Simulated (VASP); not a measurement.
A run of VASP 6.6.1 is set up as follows.

Contents of INCAR:

```
SYSTEM = TaN
PREC = Accurate
ENCUT = 600
EDIFF = 1E-6
ISMEAR = -1
SIGMA = 0.01
LREAL = .False.
LASPH = .True.
NELM = 120
ALGO = Normal
ISIF = 2
LWAVE = .False.
LCHARG = .True.
GGA = PS
LELF = .True.
LVHAR = .True.
NBANDS = 24
GGA_COMPAT = .False.
```

KPOINTS

```
regular mesh
0
Gamma
  9 9 5
  0 0 0
```

File POSCAR:

```
TaN
1.0
    3.0480019786      0.0000000000      0.0000000000
   -1.5240009893      2.6396471442      0.0000000000
    0.0000000000      0.0000000000      5.0163600000
Ta N
2 2
Direct
    0.0000000000      0.0000000000      0.0000000000
    0.0000000000      0.0000000000      0.5000000000
    0.3333333333      0.6666666667      0.2500000000
    0.6666666667      0.3333333333      0.7500000000
```

Potentials or basis: VASP PAW PBE potentials, release 64 (Ta_pv, N).

The run is started by

```bash
$ cat potpaw_PBE.64/Ta_pv/POTCAR potpaw_PBE.64/N/POTCAR > POTCAR
$ mpirun -np 1 vasp_std > vasp.out
```

Q: What does it give for the band gap on the k mesh?

A: Zero (bands 16 and 17 overlap by 2.12 eV).

Q: Predict the pressure.

A: 37.5 GPa.

Stress tensor (GPa, compression positive):
```
10.88  0.00  0.00
 0.00 10.88  0.00
 0.00  0.00 90.86
```

Caveat: the cell differs from its parent crystal (zz strain of +2 %); the cell stands under pressure; the PAW data sets were made with another functional, which shifts forces and pressure a little; spin-orbit coupling is left out, which moves the levels of the heavy elements.
